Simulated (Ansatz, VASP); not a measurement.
# Two plane-wave programs on FeO

```
CELL_PARAMETERS angstrom
0.00000 2.14093 2.14093
2.14093 0.00000 2.14093
2.14093 2.14093 0.00000
ATOMIC_POSITIONS crystal
Fe 0.00000 0.00000 0.00000
O 0.50000 0.50000 0.50000
```

Alike in both runs: task single point; functional PBE; k mesh 11 × 11 × 11; occupations fermi-dirac, width 0.05 eV; collinear spin.

```csv
,VASP,Ansatz
version,VASP 6.6.1,Ansatz 0.2.0
potentials or method,"VASP PAW PBE potentials, release 64 (Fe_sv, O)",Ansatz PAW
plane-wave cutoff (eV),600,420
valence electrons in the cell,22,22
```

VASP gave:

* gap on the k mesh at the Fermi level (eV): none
* pressure (GPa): 1.3
* net moment per atom (μB): 2.00
* size of the moment on the site where the two differ most (μB): 3.48

**Question.** What did Ansatz give for the same quantities?

**Answer.** gap on the k mesh at the Fermi level (eV): none; pressure (GPa): 3.7; net moment per atom (μB): 2.00; size of the moment on the site where the two differ most (μB): 3.44.

Site moments also hang on the region over which each program counts them. A gap of «none» marks a metal or a gap that the smearing closes. The functional is the same, so the differences come from potentials, cutoffs and numerics.
